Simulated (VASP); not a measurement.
Tl: single point with PBE

The system is Tl.

```
Tl
1.0
     0.00000    4.63322    4.63322
     4.63322    0.00000    4.63322
     4.63322    4.63322    0.00000
Tl
4
Direct
  0.12500 0.12500 0.12500
  0.12500 0.12500 0.62500
  0.12500 0.62500 0.12500
  0.62500 0.12500 0.12500
```

The cell was generated, and may not be a known phase.

| Property | Result |
| --- | --- |
| Program | VASP 6.6.1 |
| Task | single point |
| Functional | PBE |
| Potentials or basis | VASP PAW PBE potentials, release 64 (Tl_d) |
| Cutoff | 520 eV |
| k mesh | 10 × 10 × 10 |
| Occupations | gaussian, width 0.1 eV |
| Spin | no spin polarisation |

```
Pressure               : 0.0 GPa
Band gap on the k mesh : zero (bands 26 and 27 overlap by 1.24 eV)
```

Levels at points of the mesh, in eV from the Fermi level:
| k point | band 24 | band 25 | band 26 | band 27 | band 28 | band 29 |
| --- | --- | --- | --- | --- | --- | --- |
| (0.00, 0.00, 0.00) | -4.25 | -2.69 | -0.65 | -0.65 | -0.65 | 0.91 |
| (0.50, 0.00, 0.00) | -4.55 | -1.66 | -0.10 | -0.10 | 2.12 | 2.61 |
| (0.50, 0.50, 0.00) | -4.90 | -0.82 | -0.82 | 2.24 | 2.24 | 2.87 |

It took 5.3 min on 1 thread of Intel(R) Xeon(R) Platinum 8259CL CPU @ 2.50GHz (Skylake/Cascade Lake), with other jobs on the host, peak memory 0.47 GiB.

Caveat: spin-orbit coupling is left out, which moves the levels of the heavy elements.
